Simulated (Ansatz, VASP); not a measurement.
## One calculation of Al3BAs2, two programs

```
CELL_PARAMETERS angstrom
4.64913 0.00000 0.00000
0.00000 4.64913 0.00000
0.00000 0.00000 5.47706
ATOMIC_POSITIONS crystal
Al 0.00000 0.00000 0.74874
Al 0.50000 0.00000 0.92972
Al 0.00000 0.50000 0.92972
B 0.50000 0.50000 0.81221
As 0.00000 0.00000 0.42187
As 0.50000 0.50000 0.20720
```

Alike in both runs: task relaxation of cell and atoms; functional PBE; k mesh 4 × 4 × 4; occupations gaussian, width 0.1 eV; no spin polarisation.

|  | VASP | Ansatz |
| --- | --- | --- |
| version | VASP 6.6.1 | Ansatz 0.2.0 |
| potentials or method | VASP PAW PBE potentials, release 64 (Al, B, As_d), cutoff 600 eV | scalar-relativistic, plane waves, PAW |
| valence electrons in the cell | 42 | 42 |

VASP gave:

| Item | Value |
| --- | --- |
| gap on the k mesh at the Fermi level, each at its own relaxed structure (eV) | none |
| relaxed volume (Å³/atom) | 18.78 |
| relaxed cell length with the largest relative difference (Å) | 5.493 |

Q: What did Ansatz give for the same quantities?

A: gap on the k mesh at the Fermi level, each at its own relaxed structure (eV): none; relaxed volume (Å³/atom): 18.26; relaxed cell length with the largest relative difference (Å): 5.932.

A gap of «none» marks a metal or a gap that the smearing closes. One of these differences is far larger than is usual between the two programs; its cause wasn't traced.
